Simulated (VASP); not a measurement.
# Sc (P6_3/mmc) in VASP: a series of runs, part 2 of 2

VASP 6.6.1.

**4. Single point, r2SCAN (24.89 Å³/atom)**

This run uses another cell than the first one, of 24.89 Å³/atom.

Input file POSCAR:

```
Sc
1.0
    3.3291670723      0.0000000000      0.0000000000
   -1.6645835362      2.8831432581      0.0000000000
    0.0000000000      0.0000000000      5.1872433076
Sc
2
Direct
    0.3333333333      0.6666666667      0.7500000000
    0.6666666667      0.3333333333      0.2500000000
```

Input file INCAR.step1:

```
ALGO = Normal
EDIFF = 1E-5
ENCUT = 550
GGA = PE
GGA_COMPAT = F
ISMEAR = 0
LASPH = T
LCHARG = F
LREAL = F
LWAVE = T
NBANDS = 18
NELM = 120
PREC = Accurate
SIGMA = 0.05
```

Input file INCAR.step2:

```
ALGO = Normal
EDIFF = 1E-6
ENCUT = 550
GGA_COMPAT = F
ISIF = 2
ISMEAR = 0
ISTART = 1
LASPH = T
LCHARG = T
LELF = T
LMIXTAU = T
LREAL = F
LVHAR = T
LWAVE = F
METAGGA = R2SCAN
NBANDS = 18
NELM = 120
PREC = Accurate
SIGMA = 0.05
```

Input file KPOINTS:

```
k-points
0
Gamma
  14 14 8
```

Potentials or basis: VASP PAW PBE potentials, release 64 (Sc_sv).

Run with:

```console
$ cat potpaw_PBE.64/Sc_sv/POTCAR > POTCAR
$ cp INCAR.step1 INCAR
$ mpirun -np 1 vasp_std > vasp.out
$ cp INCAR.step2 INCAR
$ mpirun -np 1 vasp_std > vasp.out
```

OUTCAR:

```text
EDIFF = 1E-6
   ENCUT = 550
   ISIF = 2
   ISMEAR = 0
   ISTART = 1
   LASPH = T
   LREAL = F
   METAGGA = R2SCAN
   NELM = 120
   PREC = Accurate

 ion  position               nearest neighbor table
   1  0.333  0.667  0.750-   2 3.23   2 3.23   2 3.23   2 3.23   2 3.23   2 3.23
   2  0.667  0.333  0.250-   1 3.23   1 3.23   1 3.23   1 3.23   1 3.23   1 3.23

  LATTYP: Found a hexagonal cell.
 ALAT       =     3.3291670723
 C/A-ratio  =     1.5581204532

  Lattice vectors:

 A1 = (   3.3291670723,   0.0000000000,   0.0000000000)
 A2 = (  -1.6645835362,   2.8831432581,   0.0000000000)
 A3 = (   0.0000000000,   0.0000000000,   5.1872433076)

Analysis of symmetry for initial positions (statically):
=====================================================================
 Subroutine PRICEL returns:
 Original cell was already a primitive cell.

 Routine SETGRP: Setting up the symmetry group for a
 hexagonal supercell.

 Subroutine GETGRP returns: Found 24 space group operations
 (whereof 12 operations were pure point group operations)
 out of a pool of 24 trial point group operations.

The static configuration has the point symmetry D_3d.
 The point group associated with its full space group is D_6h.

Analysis of symmetry for dynamics (positions and initial velocities):
=====================================================================
 Subroutine PRICEL returns:
 Original cell was already a primitive cell.

 Routine SETGRP: Setting up the symmetry group for a
 hexagonal supercell.

 Subroutine GETGRP returns: Found 24 space group operations
 (whereof 12 operations were pure point group operations)
 out of a pool of 24 trial point group operations.

The dynamic configuration has the point symmetry D_3d.
 The point group associated with its full space group is D_6h.

 Subroutine INISYM returns: Found 24 space group operations
[... 106 lines left out ...]
   TEBEG  =    0.0;   TEEND  =   0.0 temperature during run
   PSTRESS=    0.0 pullay stress
   NELECT =      22.0000    total number of electrons
   NUPDOWN=      -1.0000    fix difference up-down
   EMIN   =  10.00;   EMAX   =-10.00  energy-range for DOS
   EFERMI =   0.00;   METHOD = LEGACY
   ISMEAR =     0;   SIGMA  =   0.05  broadening in eV -4-tet -1-fermi 0-gaus
   EFERMI_NEDOS =   21; number of points for ismear=-14 and -15
   IALGO  =     38    algorithm
   IMIX   =      4    mixing-type and parameters
     AMIX     =   0.40;   BMIX     =  1.00
     AMIX_MAG =   1.60;   BMIX_MAG =  1.00
  volume/ion in A,a.u.               =      24.89       168.00
  Fermi-wavevector in a.u.,A,eV,Ry     =   1.246913  2.356324 21.154239  1.554793
  Thomas-Fermi vector in A             =   2.381069
   LORBIT       =      0    0 simple, 1 ext, 2 COOP (PROOUT), +10 PAW based schemes
   METAGGA = R2SCAN    functional components
   LHFCALC =     F    Hartree Fock is set to
   AEXX    =    0.0000 exact exchange contribution
   IVDW    =     0    specifies the selected vdW correction
   LEPSILON=     F    determine dielectric tensor
   LRPA    =     F    only Hartree local field effects (RPA)
 non-spin polarized calculation
 Gauss-broadening in eV      SIGMA  =   0.05
  energy-cutoff  :      550.00
  volume of cell :       49.79
 maximum number of plane-waves:      1484
 NGX is ok and might be reduce to    28
   NGX = 13   NGY = 13   NGZ = 19

 number of electron      21.9999996 magnetization

 Free energy of the ion-electron system (eV)
  ---------------------------------------------------
  ext. energy  EPLUGINS =         0.00000000
  ---------------------------------------------------
  free energy    TOTEN  =       -22.71356499 eV

  energy without entropy =      -22.70843859  energy(sigma->0) =      -22.71100179

 E-fermi :   3.6620     XC(G=0): -10.5617

 val. band max:        3.6612747302   @ k =   0.2143   0.2143   0.2500
 cond. band min:       3.6626239202   @ k =   0.3571   0.0000   0.3750
 fundamental gap:      0.0013491900
 Fermi energy:         3.6619523378

 k-point     1 :       0.0000    0.0000    0.0000
  band No.  band energies     occupation
      1     -47.8836      2.00000
      2     -47.8126      2.00000
      3     -25.7437      2.00000
      4     -25.3930      2.00000
      5     -25.3930      2.00000
      6     -25.3272      2.00000
[... 481 lines left out ...]
      5     -25.5431      2.00000
      6     -25.5008      2.00000
[... 10 lines left out ...]
     17       7.6089      0.00000
     18       7.7787      0.00000

 [... further k-points ...]
[... 5 lines left out ...]
  --------------------------------------------------------------------------------------
  -------------------------------------------------------------------------------------
  Total        0.0481313      0.0481313      0.0870679     -0.0000000      0.0000000      0.0000000
  in kB        1.5488166      1.5488166      2.8017555     -0.0000000      0.0000000      0.0000000
  external PRESSURE =       1.9664629 kB  Pullay stress =       0.0000000 kB

 VOLUME and BASIS-vectors are now :
 -----------------------------------------------------------------------------
  energy-cutoff  :      550.00
  volume of cell :       49.79
      direct lattice vectors                 reciprocal lattice vectors
     3.329167072  0.000000000  0.000000000     0.300375433  0.173421837  0.000000000
    -1.664583536  2.883143258  0.000000000     0.000000000  0.346843674  0.000000000
     0.000000000  0.000000000  5.187243308     0.000000000  0.000000000  0.192780624

 POSITION                                       TOTAL-FORCE (eV/Angst)
 -----------------------------------------------------------------------------------
     -0.00000      1.92210      3.89043        -0.000000      0.000000      0.000000
      1.66458      0.96105      1.29681         0.000000     -0.000000      0.000000
 -----------------------------------------------------------------------------------
    total drift:                               -0.000000      0.000000     -0.000000

  FREE ENERGIE OF THE ION-ELECTRON SYSTEM (eV)
  ---------------------------------------------------
  free  energy   TOTEN  =       -22.7135649944 eV

  energy  without entropy=      -22.7084385928  energy(sigma->0) =      -22.71100179
```

OUTCAR.step1:

```text
EDIFF = 1E-5
   ENCUT = 550
   GGA = PE
   ISMEAR = 0
   LASPH = T
[... 728 lines left out ...]
 -----------------------------------------------------------------------------------
     -0.00000      1.92210      3.89043         0.000000     -0.000000      0.000000
      1.66458      0.96105      1.29681        -0.000000      0.000000      0.000000
 -----------------------------------------------------------------------------------
    total drift:                               -0.000000      0.000000     -0.000000

  FREE ENERGIE OF THE ION-ELECTRON SYSTEM (eV)
  ---------------------------------------------------
  free  energy   TOTEN  =       -12.5001119105 eV

  energy  without entropy=      -12.4953388106  energy(sigma->0) =      -12.49772536
```

Wall time 3.1 min (1 thread of Intel Xeon 6975P-C (Granite Rapids), shared host); peak memory 0.24 GiB.

Results:

- Free energy: -22.7136 eV
- Pressure: 0.2 GPa
- Band gap on the k mesh: zero (bands 11 and 12 overlap by 1.58 eV)

Caveat: the PAW data sets were made with another functional, which shifts forces and pressure a little.

**5. The runs side by side**

```csv
level,cell,k mesh,cutoff (eV),gap on the mesh (eV),pressure (GPa)
PBE,"a = 3.312, b = 3.312, c = 5.161 Å, angles 90.0, 90.0, 120.0°, 2 atoms",8 × 8 × 4,500,none,0.2
r2SCAN,"a = 3.318, b = 3.318, c = 5.170 Å, angles 90.0, 90.0, 120.0°, 2 atoms",14 × 14 × 8,550,none,0.7
r2SCAN,"a = 3.329, b = 3.329, c = 5.187 Å, angles 90.0, 90.0, 120.0°, 2 atoms",14 × 14 × 8,550,none,0.2
```

Alike in all rows: task single point; potentials or basis VASP PAW PBE potentials, release 64 (Sc_sv); no spin polarisation; smearing gaussian 0.05 eV.

Caveats: the PAW data sets were made with another functional, which shifts forces and pressure a little (at least some runs).

Absolute energies hang on the potentials; compare differences alone.
